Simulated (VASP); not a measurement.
# Si16H5Cl in VASP: a series of runs

The runs below take Si16H5Cl through single point, with PBE.

Program: VASP 6.6.1. These are calculated values, not measurements. Logs are shortened: lines on timing, memory, paths and dates and some standing lists are left out, and cuts for length are marked.

### 1 The cell of the first run

The cell holds a slab with vacuum, 22 atoms: a = 7.679 Å, b = 7.679 Å, c = 17.419 Å, α = 90.00°, β = 90.00°, γ = 60.00°.

### 2 Single point, PBE

Input file INCAR:

```
ALGO = Normal
EDIFF = 1E-6
ENCUT = 520
GGA = PE
ISIF = 2
ISMEAR = 0
LASPH = True
LCHARG = False
LREAL = Auto
LWAVE = False
NBANDS = 55
NELM = 100
PREC = Accurate
SIGMA = 0.02
```

Input file KPOINTS:

```
k-points
0
Gamma
  2 2 1
```

Input file POSCAR:

```
Si16H5Cl
1.0
    7.6791800000      0.0000000000      0.0000000000
    3.8395900000      6.6503650000      0.0000000000
    0.0000000000      0.0000000000     17.4187650000
H Si Cl
5 16 1
Direct
    0.1666667000      0.1666667000      0.0574094000
    0.6666667000      0.1666667000      0.0574094000
    0.1666667000      0.6666667000      0.0574094000
    0.6666667000      0.6666667000      0.0574094000
   -0.4604934837      0.4691048372      0.4533839610
    0.1666667000      0.1666667000      0.1435234000
    0.6666667000      0.1666667000      0.1435234000
    0.1666667000      0.6666667000      0.1435234000
    0.6666667000      0.6666667000      0.1435234000
   -0.1661573521      0.3341312219      0.1849415883
    0.3348764988      0.3324405414      0.1887411583
   -0.1660446123      0.8320179383      0.1866708650
    0.3265693411      0.8369866296      0.1928328826
   -0.1368539896      0.3188345504      0.3189464378
    0.3680530939      0.3042093681      0.3238284769
   -0.1513554490      0.8231164096      0.3217440085
    0.3965068813      0.8168001279      0.3327087406
    0.0519967815     -0.0317037111      0.3301369802
    0.5385498577     -0.0062133963      0.3923043058
    0.0309469784      0.4854927790      0.3635322247
    0.5319194821      0.4749953517      0.3673085170
    0.0124531179      0.4897900875      0.4838976044
```

Potentials or basis: VASP PAW PBE potentials, release 64 (H, Si, Cl).

The run is started by

```
cat potpaw_PBE.64/H/POTCAR potpaw_PBE.64/Si/POTCAR potpaw_PBE.64/Cl/POTCAR > POTCAR
mpirun -np 1 vasp_std > vasp.out
```

OUTCAR:

```text
EDIFF = 1E-6
   ENCUT = 520
   GGA = PE
   ISIF = 2
   ISMEAR = 0
   LASPH = True
   LREAL = Auto
   NELM = 100
   PREC = Accurate

 ion  position               nearest neighbor table
   1  0.167  0.167  0.057-   6 1.50
   2  0.667  0.167  0.057-   7 1.50
   3  0.167  0.667  0.057-   8 1.50
   4  0.667  0.667  0.057-   9 1.50
   5  0.540  0.469  0.453-  21 1.50
   6  0.167  0.167  0.144-   1 1.50  10 2.33  13 2.36  11 2.36
   7  0.667  0.167  0.144-   2 1.50  10 2.34  11 2.34  12 2.35
   8  0.167  0.667  0.144-   3 1.50  12 2.34  11 2.36  13 2.36
   9  0.667  0.667  0.144-   4 1.50  10 2.33  12 2.34  13 2.42
  10  0.834  0.334  0.185-   9 2.33   6 2.33   7 2.34  14 2.34
  11  0.335  0.332  0.189-   7 2.34   6 2.36   8 2.36  15 2.37
  12  0.834  0.832  0.187-   9 2.34   8 2.34   7 2.35  16 2.35
  13  0.327  0.837  0.193-   6 2.36   8 2.36   9 2.42  17 2.48  18 3.01
  14  0.863  0.319  0.319-  18 2.34  10 2.34  20 2.36  21 2.36
  15  0.368  0.304  0.324-  20 2.35  21 2.35  11 2.37  19 2.39
  16  0.849  0.823  0.322-  18 2.33  12 2.35  20 2.36  19 2.40
  17  0.397  0.817  0.333-  18 2.30  19 2.37  21 2.37  13 2.48
  18  0.052  0.968  0.330-  17 2.30  16 2.33  14 2.34  13 3.01
  19  0.539  0.994  0.392-  17 2.37  15 2.39  16 2.40
  20  0.031  0.485  0.364-  22 2.10  15 2.35  14 2.36  16 2.36
  21  0.532  0.475  0.367-   5 1.50  15 2.35  14 2.36  17 2.37
  22  0.012  0.490  0.484-  20 2.10

  LATTYP: Found a hexagonal cell.
 ALAT       =     7.6791800344
 C/A-ratio  =     2.2683105386

  Lattice vectors:

 A1 = (  -3.8395900000,  -6.6503650000,   0.0000000000)
 A2 = (   7.6791800000,   0.0000000000,   0.0000000000)
 A3 = (   0.0000000000,   0.0000000000,  17.4187650000)

Analysis of symmetry for initial positions (statically):
=====================================================================
 Subroutine PRICEL returns:
 Original cell was already a primitive cell.

 Routine SETGRP: Setting up the symmetry group for a
 hexagonal supercell.

 Subroutine GETGRP returns: Found  1 space group operations
 (whereof  1 operations were pure point group operations)
 out of a pool of 24 trial point group operations.

The static configuration has the point symmetry C_1 .

Analysis of symmetry for dynamics (positions and initial velocities):
=====================================================================
 Subroutine PRICEL returns:
 Original cell was already a primitive cell.

 Routine SETGRP: Setting up the symmetry group for a
 hexagonal supercell.

 Subroutine GETGRP returns: Found  1 space group operations
 (whereof  1 operations were pure point group operations)
 out of a pool of 24 trial point group operations.

The dynamic configuration has the point symmetry C_1 .

 Subroutine INISYM returns: Found  1 space group operations
 (whereof  1 operations are pure point group operations),
 and found     1 'primitive' translations

----------------------------------------------------------------------------------------

                                     Primitive cell

  volume of cell :     889.5650

  direct lattice vectors                    reciprocal lattice vectors
     7.679180000  0.000000000  0.000000000     0.130222237 -0.075183843  0.000000000
     3.839590000  6.650365000  0.000000000     0.000000000  0.150367687  0.000000000
     0.000000000  0.000000000 17.418765000     0.000000000  0.000000000  0.057409351

  length of vectors
     7.679180000  7.679180034 17.418765000     0.150367687  0.150367687  0.057409351

  position of ions in fractional coordinates (direct lattice)
     0.166666700  0.166666700  0.057409400
     0.666666700  0.166666700  0.057409400
     0.166666700  0.666666700  0.057409400
     0.666666700  0.666666700  0.057409400
     0.539506516  0.469104837  0.453383961
     0.166666700  0.166666700  0.143523400
[... 14 lines left out ...]
     0.531919482  0.474995352  0.367308517
     0.012453118  0.489790087  0.483897604

  ion indices of the primitive-cell ions
   primitive index   ion index
                 1           1
                 2           2
                 3           3
                 4           4
                 5           5
                 6           6
[... 14 lines left out ...]
                21          21
                22          22

----------------------------------------------------------------------------------------

 KPOINTS: k-points

Automatic generation of k-mesh.
 Grid dimensions read from file:
 generate k-points for:    2    2    1

 Generating k-lattice:

  Cartesian coordinates                     Fractional coordinates (reciprocal lattice)
     0.065111119 -0.037591922  0.000000000     0.500000000 -0.000000000  0.000000000
     0.000000000  0.075183843  0.000000000     0.000000000  0.500000000  0.000000000
     0.000000000  0.000000000  0.057409351     0.000000000  0.000000000  1.000000000

  Length of vectors
     0.075183844  0.075183843  0.057409351

  Shift w.r.t. Gamma in fractional coordinates (k-lattice)
     0.000000000  0.000000000  0.000000000

 Subroutine IBZKPT returns following result:
 ===========================================

 Found      4 irreducible k-points:

 Following reciprocal coordinates:
            Coordinates               Weight
  0.000000  0.000000  0.000000      1.000000
  0.500000 -0.000000  0.000000      1.000000
  0.500000  0.500000  0.000000      1.000000
  0.000000  0.500000  0.000000      1.000000
   k-points           NKPTS =      4   k-points in BZ     NKDIM =      4   number of bands    NBANDS=     55
   number of dos      NEDOS =    301   number of ions     NIONS =     22
   total plane-waves  NPLWV = 504000
   dimension x,y,z NGX =    60 NGY =   60 NGZ =  140
   dimension x,y,z NGXF=   120 NGYF=  120 NGZF=  280
   ions per type =               5  16   1
   NGX,Y,Z   is equivalent  to a cutoff of  12.99, 12.99, 13.36 a.u.
   NGXF,Y,Z  is equivalent  to a cutoff of  25.98, 25.98, 26.72 a.u.
 SYSTEM =  unknown system
   PREC   = accura    normal or accurate (medium, high low for compatibility)
   ISTART =      0    job   : 0-new  1-cont  2-samecut
   ICHARG =      2    charge: 1-file 2-atom 10-const
   ISPIN  =      1    spin polarized calculation?
   LNONCOLLINEAR =      F non collinear calculations
   LSORBIT =      F    spin-orbit coupling
   LASPH  =      T    aspherical Exc in radial PAW
   ENCUT  =  520.0 eV  38.22 Ry    6.18 a.u.  14.28 14.28 32.39*2*pi/ulx,y,z
   NELM   =    100;   NELMIN=  2; NELMDL= -5     # of ELM steps
   EDIFF  = 0.1E-05   stopping-criterion for ELM
   LREAL  =      T    real-space projection
   EDIFFG = 0.1E-04   stopping-criterion for IOM
   NSW    =      0    number of steps for IOM
   IBRION =     -1    ionic relax: 0-MD 1-quasi-New 2-CG
   NFREE  =      0    steps in history (QN), initial steepest desc. (CG)
   ISIF   =      2    stress and relaxation
   ISYM   =      2    0-nonsym 1-usesym 2-fastsym
   POTIM  = 0.5000    time-step for ionic-motion
   TEBEG  =    0.0;   TEEND  =   0.0 temperature during run
   PSTRESS=    0.0 pullay stress
   NELECT =      76.0000    total number of electrons
   NUPDOWN=      -1.0000    fix difference up-down
   EMIN   =  10.00;   EMAX   =-10.00  energy-range for DOS
   EFERMI =   0.00;   METHOD = LEGACY
   ISMEAR =     0;   SIGMA  =   0.02  broadening in eV -4-tet -1-fermi 0-gaus
   EFERMI_NEDOS =   21; number of points for ismear=-14 and -15
   IALGO  =     38    algorithm
   IMIX   =      4    mixing-type and parameters
     AMIX     =   0.40;   BMIX     =  1.00
     AMIX_MAG =   1.60;   BMIX_MAG =  1.00
  volume/ion in A,a.u.               =      40.43       272.87
  Fermi-wavevector in a.u.,A,eV,Ry     =   0.721030  1.362550  7.073459  0.519885
  Thomas-Fermi vector in A             =   1.810634
   LORBIT       =      0    0 simple, 1 ext, 2 COOP (PROOUT), +10 PAW based schemes
   GGA     = PE    functional components
   LHFCALC =     F    Hartree Fock is set to
   AEXX    =    0.0000 exact exchange contribution
   IVDW    =     0    specifies the selected vdW correction
   LEPSILON=     F    determine dielectric tensor
   LRPA    =     F    only Hartree local field effects (RPA)
 non-spin polarized calculation
 Gauss-broadening in eV      SIGMA  =   0.02
  energy-cutoff  :      520.00
  volume of cell :      889.57
 maximum number of plane-waves:     23990
 NGX is ok and might be reduce to    60
   NGX = 29   NGY = 29   NGZ = 65

 number of electron      76.0000005 magnetization

 Free energy of the ion-electron system (eV)
  ---------------------------------------------------
  ext. energy  EPLUGINS =         0.00000000
  ---------------------------------------------------
  free energy    TOTEN  =      -103.25611198 eV

  energy without entropy =     -103.25611198  energy(sigma->0) =     -103.25611198

 E-fermi :  -0.9326     XC(G=0):  -4.6177

 val. band max:       -1.0223275758   @ k =   0.0000   0.0000   0.0000
 cond. band min:      -0.5187413762   @ k =   0.0000   0.0000   0.0000
 fundamental gap:      0.5035861995
 Fermi energy:        -0.9325782125

 k-point     1 :       0.0000    0.0000    0.0000
  band No.  band energies     occupation
      1     -16.5297      2.00000
      2     -12.2847      2.00000
      3     -11.0336      2.00000
      4     -10.1432      2.00000
      5     -10.1051      2.00000
      6      -9.9795      2.00000
[... 42 lines left out ...]
     49       1.8874      0.00000
     50       2.0473      0.00000

 k-point     2 :       0.5000   -0.0000    0.0000
  band No.  band energies     occupation
      1     -16.5291      2.00000
      2     -11.6731      2.00000
      3     -11.4720      2.00000
      4     -10.4280      2.00000
      5     -10.3666      2.00000
      6     -10.2637      2.00000
[... 42 lines left out ...]
     49       2.9198      0.00000
     50       3.0249      0.00000

 k-point     3 :       0.5000    0.5000    0.0000
  band No.  band energies     occupation
      1     -16.5292      2.00000
      2     -11.7049      2.00000
      3     -11.4503      2.00000
      4     -10.4179      2.00000
      5     -10.3195      2.00000
      6     -10.2848      2.00000
[... 42 lines left out ...]
     49       2.8795      0.00000
     50       2.9203      0.00000

 k-point     4 :       0.0000    0.5000    0.0000
  band No.  band energies     occupation
      1     -16.5292      2.00000
      2     -11.6424      2.00000
      3     -11.5312      2.00000
      4     -10.4264      2.00000
      5     -10.3535      2.00000
      6     -10.2192      2.00000
[... 42 lines left out ...]
     49       2.8097      0.00000
     50       2.9192      0.00000
 [bands above 50 left out]

------------------------ aborting loop because EDIFF is reached ----------------------------------------

  FORCE on cell =-STRESS in cart. coord.  units (eV):
  Direction    XX          YY          ZZ          XY          YZ          ZX
  --------------------------------------------------------------------------------------
  -------------------------------------------------------------------------------------
  Total        2.7771522      3.9364396      0.0655254      1.1261131      0.0850273     -0.1319491
  in kB        5.0018720      7.0898408      0.1180164      2.0282192      0.1531410     -0.2376509
  external PRESSURE =       4.0699097 kB  Pullay stress =       0.0000000 kB

 VOLUME and BASIS-vectors are now :
 -----------------------------------------------------------------------------
  energy-cutoff  :      520.00
  volume of cell :      889.57
      direct lattice vectors                 reciprocal lattice vectors
     7.679180000  0.000000000  0.000000000     0.130222237 -0.075183843  0.000000000
     3.839590000  6.650365000  0.000000000     0.000000000  0.150367687  0.000000000
     0.000000000  0.000000000 17.418765000     0.000000000  0.000000000  0.057409351

 POSITION                                       TOTAL-FORCE (eV/Angst)
 -----------------------------------------------------------------------------------
      1.91980      1.10839      1.00000         0.065431     -0.118154     -0.051225
      5.75939      1.10839      1.00000         0.035322     -0.022094     -0.063481
      3.83959      4.43358      1.00000         0.125265     -0.005758     -0.072889
      7.67918      4.43358      1.00000        -0.134944      0.092185     -0.073123
      5.94414      3.11972      7.89739         0.008343      0.000075      0.000945
      1.91980      1.10839      2.50000         0.181500      0.082382      0.033855
[... 14 lines left out ...]
      5.90849      3.15889      6.39806         0.011337     -0.000120     -0.010242
      1.97622      3.25728      8.42890        -0.003382     -0.002972     -0.035887
 -----------------------------------------------------------------------------------
    total drift:                                0.001948     -0.007931     -0.005359

  FREE ENERGIE OF THE ION-ELECTRON SYSTEM (eV)
  ---------------------------------------------------
  free  energy   TOTEN  =      -103.2561119752 eV

  energy  without entropy=     -103.2561119752  energy(sigma->0) =     -103.25611198
```

Wall time 4.7 min (1 thread of Intel Xeon 6975P-C (Granite Rapids), shared host); peak memory 0.96 GiB.

What came out:

- Free energy: -103.2561 eV
- Largest force: 0.325 eV/Å
- Band gap on the k mesh: 0.50 eV

Forces on the atoms (eV/Å):
```
H    0.065 -0.118 -0.051
H    0.035 -0.022 -0.063
H    0.125 -0.006 -0.073
H   -0.135  0.092 -0.073
H    0.008  0.000  0.001
Si   0.181  0.082  0.034
Si  -0.031 -0.071 -0.036
Si  -0.041 -0.169  0.145
Si  -0.216  0.217  0.110
Si   0.002  0.005  0.019
Si   0.001  0.002  0.002
Si   0.006  0.000  0.018
Si   0.019 -0.012  0.008
Si  -0.001 -0.006 -0.005
Si  -0.014  0.000  0.010
Si   0.008 -0.002 -0.003
Si  -0.011 -0.001 -0.014
Si  -0.013  0.010 -0.004
Si   0.002  0.006 -0.010
Si   0.001 -0.006  0.033
Si   0.011  0.000 -0.010
Cl  -0.003 -0.003 -0.036
```

Levels at points of the mesh, in eV from the valence-band top:
```
           k point  band 34  band 35  band 36  band 37  band 38  band 39  band 40  band 41  band 42  band 43
(0.00, 0.00, 0.00)    -0.64    -0.50    -0.33    -0.01     0.00     0.50     1.38     1.39     1.56     1.93
(0.50, 0.00, 0.00)    -1.54    -1.42    -0.72    -0.62    -0.04     0.89     1.99     2.10     2.37     2.63
(0.50, 0.50, 0.00)    -1.61    -1.41    -0.82    -0.57    -0.03     0.80     1.85     2.12     2.57     2.67
(0.00, 0.50, 0.00)    -1.50    -1.46    -0.70    -0.67    -0.12     0.79     1.83     2.17     2.53     2.67
```

Caveat: the k points lie up to 0.47 Å⁻¹ apart.

(Part 1 of 3 ends here.)
